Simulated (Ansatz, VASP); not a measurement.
## Ba2IrO4: VASP beside Ansatz

INCAR

```
  PREC = Accurate
  ENCUT = 700
  EDIFF = 1E-6
  ISMEAR = -1
  SIGMA = 0.1
  LREAL = False
  LASPH = True
  NELM = 120
  ALGO = Normal
  ISIF = 2
  LWAVE = False
  LCHARG = False
  NBANDS = 40
  GGA_COMPAT = False
```

File KPOINTS:

```
Automatic mesh
0
Gamma
  9 9 9
```

The input POSCAR:

```
Ba2IrO4
1.0
   -1.9995934845      1.9995934845      6.6619233307
    1.9995934845     -1.9995934845      6.6619233307
    1.9995934845      1.9995934845     -6.6619233307
Ba Ir O
2 1 4
Direct
    0.3549070000      0.3549070000      0.0000000000
    0.6450930000      0.6450930000      0.0000000000
    0.0000000000      0.0000000000      0.0000000000
    0.5000000000      0.0000000000      0.5000000000
    0.1542060000      0.1542060000      0.0000000000
    0.8457940000      0.8457940000      0.0000000000
    0.0000000000      0.5000000000      0.5000000000
```

Input for Ansatz:

```yaml
crystal:
  lattice:
    - [-1.9995934845125447, 1.9995934845125447, 6.6619233306851555]
    - [1.9995934845125447, -1.9995934845125447, 6.6619233306851555]
    - [1.9995934845125447, 1.9995934845125447, -6.6619233306851555]
  atoms:
    - { symbol: Ba, position: [0.354907, 0.354907, 0.0] }
    - { symbol: Ba, position: [0.645093, 0.645093, 0.0] }
    - { symbol: Ir, position: [0.0, 0.0, 0.0] }
    - { symbol: O, position: [0.5, 0.0, 0.5] }
    - { symbol: O, position: [0.154206, 0.154206, 0.0] }
    - { symbol: O, position: [0.845794, 0.845794, 0.0] }
    - { symbol: O, position: [0.0, 0.5, 0.5] }
basis:
  ecutwfc: 510.0
kpoints:
  mp_grid:
    grid: [9, 9, 9]
hamiltonian:
  xc: lda
scf:
  occupations:
    method: fermi_dirac
output:
  stress: true
```

Alike in both runs: task single point; functional LDA; k mesh 9 × 9 × 9; no spin polarisation.

|  | VASP | Ansatz |
| --- | --- | --- |
| version | VASP 6.6.1 | Ansatz 0.2.0 |
| potentials or method | VASP PAW LDA potentials, release 64 (Ba_sv, Ir_sv_GW, O), cutoff 700 eV | plane waves, PAW |
| occupations | fermi-dirac, width 0.1 eV | fermi-dirac |
| valence electrons in the cell | 61 | 61 |

VASP gave:

| Item | Value |
| --- | --- |
| pressure (GPa) | -4.1 |
| traceless stress, the component that is largest in VASP (GPa) | -0.25 |

Task: Estimate Ansatz's values.

Result: Pressure (GPa): -6.0; traceless stress, the component that is largest in VASP (GPa): -0.40.

LDA's correlation is that of Perdew and Zunger in VASP and of Perdew and Wang (1992) in Ansatz.

Spin-orbit coupling is off throughout.
